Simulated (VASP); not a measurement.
Runs of VASP 6.6.1 on B. The structure is that of space group Im-3m (No. 229), or close to it. The cells are those of the table. 

```csv
task,spin,cell,k mesh,cutoff (eV),gap on the mesh (eV),pressure (GPa)
single point,off,"a = 1.949 Å, angles 109.5°, 1 atom",22 × 22 × 22,520,none,11.6
relaxation of cell and atoms,off,"relaxed from a = 2.042 Å, angles 109.5°, 1 atom",18 × 18 × 18,600,none,0.1
single point,off,"a = 1.976 Å, angles 109.5°, 1 atom",22 × 22 × 22,520,none,0.3
single point,off,"a = 2.052 Å, angles 109.5°, 1 atom",22 × 22 × 22,520,none,-22.0
single point,off,"a = 2.027 Å, angles 109.5°, 1 atom",22 × 22 × 22,520,none,(a)
single point,off,"a = 1.976 Å, angles 109.5°, 1 atom",18 × 18 × 18,520,none,0.3
single point,off,"a = 2.002 Å, angles 109.5°, 1 atom",22 × 22 × 22,520,none,-8.8
single point,off,"a = 1.921 Å, angles 109.5°, 1 atom",22 × 22 × 22,520,none,25.1
single point,off,"a = 1.893 Å, angles 109.5°, 1 atom",22 × 22 × 22,520,none,41.6
single point,off,"a = 1.976 Å, angles 109.5°, 1 atom",31 × 31 × 31,520,none,(b)
single point,"non-collinear, zero start, SOC","a = 1.976 Å, angles 109.5°, 1 atom",19 × 19 × 19,520,-,0.1
```

Alike in all rows: level LDA; potentials or basis VASP PAW LDA potentials, release 64 (B); smearing fermi-dirac 0.1 eV.

**Question.** Fill in the values left out.

**Answer.** (a) -16.2; (b) 0.0.

A gap of «none» marks levels without a gap at the run's occupations.
